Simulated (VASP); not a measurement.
# BaO (Fm-3m) in VASP: notebook, part 2 of 2

VASP 6.6.1. The steps go on from the part before.

### 3 Single point, PBE0

POSCAR reads:

```
BaO
1.0
    0.0000000000      2.7719426821      2.7719426821
    2.7719426821      0.0000000000      2.7719426821
    2.7719426821      2.7719426821      0.0000000000
Ba O
1 1
Direct
    0.0000000000      0.0000000000      0.0000000000
    0.5000000000      0.5000000000      0.5000000000
```

INCAR.step1 reads:

```
SYSTEM = BaO
PREC = Accurate
ENCUT = 520
EDIFF = 1E-5
ISMEAR = 0
SIGMA = 0.01
LREAL = .FALSE.
LASPH = .TRUE.
NELM = 120
ALGO = Normal
ISIF = 2
LWAVE = .TRUE.
LCHARG = .FALSE.
GGA = PE
NBANDS = 15
GGA_COMPAT = .FALSE.
```

INCAR.step2 reads:

```
SYSTEM = BaO
PREC = Accurate
ENCUT = 520
EDIFF = 1E-6
ISMEAR = 0
SIGMA = 0.01
LREAL = .FALSE.
LASPH = .TRUE.
NELM = 120
ALGO = Normal
ISIF = 2
LWAVE = .FALSE.
LCHARG = .FALSE.
GGA = PE
LHFCALC = .TRUE.
AEXX = 0.25
PRECFOCK = Normal
ISTART = 1
NBANDS = 15
GGA_COMPAT = .FALSE.
```

KPOINTS reads:

```
Automatic mesh
0
G
  6 6 6
  0 0 0
```

Potentials or basis: VASP PAW PBE potentials, release 64 (Ba_sv, O).

Started as:

```console
$ cat potpaw_PBE.64/Ba_sv/POTCAR potpaw_PBE.64/O/POTCAR > POTCAR
$ cp INCAR.step1 INCAR
$ mpirun -np 1 vasp_std > vasp.out
$ cp INCAR.step2 INCAR
$ mpirun -np 1 vasp_std > vasp.out
```

OUTCAR:

```text
SYSTEM = BaO
   PREC = Accurate
   ENCUT = 520
   EDIFF = 1E-6
   ISMEAR = 0
   LREAL = .FALSE.
   LASPH = .TRUE.
   NELM = 120
   ISIF = 2
   GGA = PE
   LHFCALC = .TRUE.
   AEXX = 0.25
   PRECFOCK = Normal
   ISTART = 1

 ion  position               nearest neighbor table
   1  0.000  0.000  0.000-   2 2.77   2 2.77   2 2.77   2 2.77   2 2.77   2 2.77
   2  0.500  0.500  0.500-   1 2.77   1 2.77   1 2.77   1 2.77   1 2.77   1 2.77

  LATTYP: Found a face centered cubic cell.
 ALAT       =     5.5438853642

  Lattice vectors:

 A1 = (   0.0000000000,   2.7719426821,   2.7719426821)
 A2 = (   2.7719426821,   0.0000000000,   2.7719426821)
 A3 = (   2.7719426821,   2.7719426821,   0.0000000000)

Analysis of symmetry for initial positions (statically):
=====================================================================
 Subroutine PRICEL returns:
 Original cell was already a primitive cell.

 Routine SETGRP: Setting up the symmetry group for a
 face centered cubic supercell.

 Subroutine GETGRP returns: Found 48 space group operations
 (whereof 48 operations were pure point group operations)
 out of a pool of 48 trial point group operations.

The static configuration has the point symmetry O_h .

Analysis of symmetry for dynamics (positions and initial velocities):
=====================================================================
 Subroutine PRICEL returns:
 Original cell was already a primitive cell.

 Routine SETGRP: Setting up the symmetry group for a
 face centered cubic supercell.

 Subroutine GETGRP returns: Found 48 space group operations
 (whereof 48 operations were pure point group operations)
 out of a pool of 48 trial point group operations.

The dynamic configuration has the point symmetry O_h .

 Subroutine INISYM returns: Found 48 space group operations
 (whereof 48 operations are pure point group operations),
 and found     1 'primitive' translations

----------------------------------------------------------------------------------------

[... 120 lines left out ...]
   LEPSILON=     F    determine dielectric tensor
   LRPA    =     F    only Hartree local field effects (RPA)
 non-spin polarized calculation
 Gauss-broadening in eV      SIGMA  =   0.01
  energy-cutoff  :      520.00
  volume of cell :       42.60
 maximum number of plane-waves:      1167
 NGX is ok and might be reduce to    30
  NGX = 24; NGY = 24; NGZ = 24

 number of electron      15.9999999 magnetization

 Free energy of the ion-electron system (eV)
  ---------------------------------------------------
  ext. energy  EPLUGINS =         0.00000000
  ---------------------------------------------------
  free energy    TOTEN  =       -14.45441485 eV

  energy without entropy =      -14.45441485  energy(sigma->0) =      -14.45441485

 E-fermi :   0.6160     XC(G=0):  -7.5655

 val. band max:        0.5144138604   @ k =   0.5000   0.5000   0.0000
 cond. band min:       4.5076323755   @ k =   0.5000   0.5000   0.0000
 fundamental gap:      3.9932185150
 Fermi energy:         0.6159857657

 k-point     1 :       0.0000    0.0000    0.0000
  band No.  band energies     occupation
      1     -26.9132      2.00000
      2     -16.0133      2.00000
      3     -10.3157      2.00000
      4     -10.3157      2.00000
      5     -10.3157      2.00000
      6       0.1314      2.00000
      7       0.1314      2.00000
      8       0.1314      2.00000
      9       6.0919      0.00000
     10       7.3850      0.00000
     11       7.3850      0.00000
     12       7.3850      0.00000
     13       9.7273      0.00000
     14       9.7273      0.00000
[... 257 lines left out ...]
      2     -16.3476      2.00000
      3     -11.6989      2.00000
      4     -11.2145      2.00000
      5     -10.5430      2.00000
      6      -0.6340      2.00000
      7       0.2709      2.00000
      8       0.3899      2.00000
      9       5.8612      0.00000
     10       8.9460      0.00000
     11       9.4637      0.00000
     12      12.5306      0.00000
     13      12.7446      0.00000
     14      15.0097      0.00000
     15      15.2977      0.00000

------------------------ aborting loop because EDIFF is reached ----------------------------------------

  FORCE on cell =-STRESS in cart. coord.  units (eV):
  Direction    XX          YY          ZZ          XY          YZ          ZX
  --------------------------------------------------------------------------------------
  -------------------------------------------------------------------------------------
  Total        0.2752982      0.2752982      0.2752982     -0.0000000      0.0000000     -0.0000000
  in kB       10.3545492     10.3545492     10.3545492     -0.0000000      0.0000000     -0.0000000
  external PRESSURE =      10.3545492 kB  Pullay stress =       0.0000000 kB

 VOLUME and BASIS-vectors are now :
 -----------------------------------------------------------------------------
  energy-cutoff  :      520.00
  volume of cell :       42.60
      direct lattice vectors                 reciprocal lattice vectors
     0.000000000  2.771942682  2.771942682    -0.180378910  0.180378910  0.180378910
     2.771942682  0.000000000  2.771942682     0.180378910 -0.180378910  0.180378910
     2.771942682  2.771942682  0.000000000     0.180378910  0.180378910 -0.180378910

 POSITION                                       TOTAL-FORCE (eV/Angst)
 -----------------------------------------------------------------------------------
      0.00000      0.00000      0.00000         0.000000     -0.000000      0.000000
      2.77194      2.77194      2.77194        -0.000000      0.000000      0.000000
 -----------------------------------------------------------------------------------
    total drift:                               -0.000000      0.000000      0.000000

  FREE ENERGIE OF THE ION-ELECTRON SYSTEM (eV)
  ---------------------------------------------------
  free  energy   TOTEN  =       -14.4544148503 eV

  energy  without entropy=      -14.4544148503  energy(sigma->0) =      -14.45441485
```

OUTCAR.step1:

```text
SYSTEM = BaO
   PREC = Accurate
   ENCUT = 520
   EDIFF = 1E-5
   ISMEAR = 0
   LREAL = .FALSE.
   LASPH = .TRUE.
[... 499 lines left out ...]
      0.00000      0.00000      0.00000         0.000000      0.000000      0.000000
      2.77194      2.77194      2.77194        -0.000000      0.000000     -0.000000
 -----------------------------------------------------------------------------------
    total drift:                                0.000000      0.000000      0.000000

  FREE ENERGIE OF THE ION-ELECTRON SYSTEM (eV)
  ---------------------------------------------------
  free  energy   TOTEN  =       -11.7946389690 eV

  energy  without entropy=      -11.7946389690  energy(sigma->0) =      -11.79463897
```

Wall time 66 min (1 thread of Intel Xeon 8259CL, shared host); peak memory 0.19 GiB.

What came out:

```yaml
Free_energy: -14.4544 eV
Pressure: 1.0 GPa
Band_gap_on_the_k_mesh: 3.99 eV
```

Levels at points of the mesh, in eV from the valence-band top:
```
           k point  band 4  band 5  band 6  band 7  band 8  band 9  band 10  band 11  band 12  band 13
(0.00, 0.00, 0.00)  -10.83  -10.83   -0.38   -0.38   -0.38    5.58     6.87     6.87     6.87     9.21
(0.50, 0.00, 0.00)  -10.95  -10.95   -2.11   -1.60   -1.60    7.12     9.52     9.52    10.31    13.07
(0.50, 0.50, 0.00)  -11.46  -11.46   -0.17   -0.17    0.00    3.99     8.22    11.28    11.69    12.21
```

Caveat: the PAW data sets were made with another functional, which shifts forces and pressure a little; spin-orbit coupling is left out, which moves the levels of the heavy elements. A k mesh can miss the band edges.
